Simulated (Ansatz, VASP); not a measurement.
## Bi, level by level in two programs

```
Bi
1.0
    -1.96813    1.96813    1.96813
     1.96813   -1.96813    1.96813
     1.96813    1.96813   -1.96813
Bi
1
Direct
  0.00000 0.00000 0.00000
```

Single points on this cell with VASP 6.6.1 and Ansatz 0.2.0. Each row is one pair of runs. Alike in all rows: spin: off; smearing: fermi-dirac, width 0.05 eV.

| level | k mesh | VASP's potentials, cutoff | Ansatz's potentials, cutoff | gap on the k mesh at the Fermi level (eV), VASP | gap on the k mesh at the Fermi level (eV), Ansatz | pressure (GPa), VASP | pressure (GPa), Ansatz |
| --- | --- | --- | --- | --- | --- | --- | --- |
| b88 exchange, pbe correlation | 9 × 9 × 9 | VASP PAW PBE potentials, release 64 (Bi_d), 500 eV | Ansatz PAW, 420 eV | none | none | 1.9 | 1.9 |
| r2SCAN+D3(BJ) | 9 × 9 × 9 | VASP PAW PBE potentials, release 64 (Bi_d), 520 eV | Ansatz PAW, 500 eV | none | none | -0.1 | -0.1 |
| r2SCAN0 | 5 × 5 × 5 | VASP PAW PBE potentials, release 64 (Bi_d), 520 eV | Ansatz PAW, 500 eV | ? | none | ? | -1.3 |

Task: Fill in what VASP gave in row 3.

Result: gap on the k mesh at the Fermi level (eV): none; pressure (GPa): -1.5.

A gap of «none» marks a metal or a gap that the smearing closes.

The k mesh is coarse in some rows, so the values compare programs but aren't converged. Neither program's run includes spin-orbit coupling.
